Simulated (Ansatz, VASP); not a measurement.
**SrO: VASP beside Ansatz**

```
Sr O
1.0
     0.00000    2.59755    2.59755
     2.59755    0.00000    2.59755
     2.59755    2.59755    0.00000
Sr O
1 1
Cartesian
  2.5975 2.5975 2.5975
  0.0000 0.0000 0.0000
```

Alike in both runs: functional PBE; k mesh 10 × 10 × 10; occupations fermi-dirac, width 0.02 eV; no spin polarisation.

Ansatz relaxed the structure, and its values are those at the end. VASP's run is a single point on that final structure, the one shown.

```csv
,VASP,Ansatz
version,VASP 6.6.1,Ansatz 0.2.0
potentials or method,"VASP PAW PBE potentials, release 64 (Sr_sv, O), cutoff 520 eV",PAW plane waves
valence electrons in the cell,16,16
```

|  | VASP | Ansatz | Ansatz less VASP |
| --- | --- | --- | --- |
| gap on the k mesh at the Fermi level (eV) | 3.28 | 3.33 | +0.047 |
| pressure (GPa) | 0.5 | 0.0 | -0.50 |
